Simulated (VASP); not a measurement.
Runs of VASP 6.6.1 on MgF2. The structure is that of space group P4_2/mnm (No. 136), or close to it. The cells are those of the table. 

```tsv
level	cell	k mesh	cutoff (eV)	smearing	grid for exact exchange (PRECFOCK)	share of exact exchange	screening parameter	gap on the mesh (eV)	pressure (GPa)	largest force (eV/Å)
HSE06	a = 4.622, b = 4.622, c = 3.046 Å, 6 atoms	4 × 4 × 6	520	gaussian 0.01 eV	Normal	0.25	0.2079 1/Å	9.41	0.7	0.02
PBE	a = 4.450, b = 4.450, c = 2.933 Å, 6 atoms	6 × 6 × 8	600	fermi-dirac 0.02 eV	-	-	-	7.95	20.0	0.02
r2SCAN	a = 4.622, b = 4.622, c = 3.046 Å, 6 atoms	6 × 6 × 8	660	gaussian 0.01 eV	-	-	-	8.03	-1.5	0.01
r2SCAN	a = 4.450, b = 4.450, c = 2.933 Å, 6 atoms	6 × 6 × 8	660	gaussian 0.01 eV	-	-	-	8.88	(a)	0.01
HSE06	a = 4.430, b = 4.430, c = 3.138 Å, 6 atoms	4 × 4 × 6	520	gaussian 0.01 eV	Normal	0.25	0.2079 1/Å	9.70	7.0	0.01
r2SCAN	a = 4.430, b = 4.430, c = 3.138 Å, 6 atoms	6 × 6 × 8	660	gaussian 0.01 eV	-	-	-	8.32	(b)	0.01
PBE	a = 4.430, b = 4.430, c = 3.138 Å, 6 atoms	6 × 6 × 8	600	fermi-dirac 0.02 eV	-	-	-	7.40	10.4	-
HSE06	a = 4.450, b = 4.450, c = 2.933 Å, 6 atoms	4 × 4 × 6	520	gaussian 0.01 eV	Normal	0.25	0.2079 1/Å	10.28	16.4	0.02
```

Alike in all rows: task single point; potentials or basis VASP PAW PBE potentials, release 64 (Mg, F); no spin polarisation.

Question: Fill in the values left out.

Answer: (a) 13.8; (b) 4.7.

Caveats: the PAW data sets were made with another functional, which shifts forces and pressure a little (at least some runs); the cell stands under pressure (at least some runs).

A k mesh can miss the band edges.
